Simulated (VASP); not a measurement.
Here is a VASP 6.6.1 calculation.

File INCAR:

```
PREC = Accurate
ENCUT = 520
EDIFF = 1E-6
ISMEAR = 0
SIGMA = 0.1
LREAL = False
LASPH = True
NELM = 80
ALGO = Normal
ISIF = 2
LWAVE = False
LCHARG = True
GGA = PE
LELF = True
LVHAR = True
NBANDS = 30
```

KPOINTS

```
regular mesh
0
Gamma
  12 12 6
```

Contents of POSCAR:

```
AlBiO4
1.0
    3.6512104558      0.0000000000      0.0000000000
   -1.8256052279      3.1620410092      0.0000000000
    0.0000000000      0.0000000000      7.8344792057
Al Bi O
1 1 4
Direct
    0.0000000000      0.0000000000      0.0000000000
    0.0000000000      0.0000000000      0.5000000000
    0.0000000000      0.0000000000      0.7681543527
    0.0000000000      0.0000000000      0.2318456473
    0.3333333333      0.6666666667      0.0000000000
    0.6666666667      0.3333333333      0.0000000000
```

Potentials or basis: VASP PAW PBE potentials, release 64 (Al, Bi_d, O).

Command:

```bash
$ cat potpaw_PBE.64/Al/POTCAR potpaw_PBE.64/Bi_d/POTCAR potpaw_PBE.64/O/POTCAR > POTCAR
$ mpirun -np 1 vasp_std > vasp.out
```

(1) What does it give for the band gap on the k mesh?

(2) Estimate the largest force.

(3) What does it give for the pressure?

## Answers

(1) zero (bands 21 and 22 overlap by 0.11 eV).

(2) 0.066 eV/Å.

(3) 0.0 GPa.

Caveat: spin-orbit coupling is left out, which moves the levels of the heavy elements.
